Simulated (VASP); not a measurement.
Write the native input for VASP 6.6.1 that does the following.

- Task: single point
- Functional: PBE
- Potentials or basis: VASP PAW PBE potentials, release 64 (Fe)
- Cutoff: 520 eV
- k mesh: 11 × 11 × 1
- Occupations: fermi-dirac, width 0.05 eV
- Spin: collinear spin, ferromagnetic start
- Starting moments: [3.0, 3.0, 3.0, 3.0, 3.0, 3.0] μB
- Dipole correction: yes
- Further INCAR settings: ALGO = Normal; EDIFF = 1e-06; NBANDS = 37

The structure of Fe lies in POSCAR:

```
Fe
1.0
    2.4924211121      0.0000000000      0.0000000000
   -0.8308070374      2.3498771599      0.0000000000
    0.0000000000      0.0000000000     25.1752665813
Fe
6
Direct
    0.5000000000      0.5000000000      0.2979114432
    0.0000000000      0.0000000000      0.3787468659
    0.5000000000      0.5000000000      0.4595822886
    0.0000000000      0.0000000000      0.5404177114
    0.5000000000      0.5000000000      0.6212531341
    0.0000000000      0.0000000000      0.7020885568
```

These files were run (other wordings do the same):

INCAR

```
PREC     = Accurate       # precision mode
ENCUT    = 520            # plane-wave cutoff, eV
EDIFF    = 1E-6           # SCF threshold, eV
ISMEAR   = -1             # smearing method
SIGMA    = 0.05           # smearing width, eV
LREAL    = False          # projectors in reciprocal space
LASPH    = True           # aspherical terms in the spheres
NELM     = 150            # most SCF steps
ALGO     = Normal         # electronic algorithm
ISIF     = 2              # what is computed and relaxed
LWAVE    = False          # write WAVECAR
LCHARG   = False          # write CHGCAR
ISPIN    = 2              # spin polarisation
MAGMOM   = 3 3 3 3 3 3    # initial moments
LORBIT   = 11             # projections on sites
LMAXMIX  = 4              # l up to which the mixer works
LDIPOL   = True         
IDIPOL   = 3            
DIPOL    = 0.5 0.5 0.500
GGA      = PE             # functional
NBANDS   = 37             # bands
```

KPOINTS

```
Automatic mesh
0
Gamma
  11 11 1
```

Potentials or basis: VASP PAW PBE potentials, release 64 (Fe).

Launch:

```bash
$ cat potpaw_PBE.64/Fe/POTCAR > POTCAR
$ mpirun -np 1 vasp_std > vasp.out
```

It gave:

* Largest force: 0.307 eV/Å
* Net moment: 14.90 μB per cell
* Site moments: Fe +2.69, +2.42, +2.30 μB
* Valence electrons inside the program's atomic spheres: Fe 7.02, 7.17

Wall time 15 min on 1 thread of AMD EPYC 9R45 (Zen 5) (shared host), peak memory 0.43 GiB.
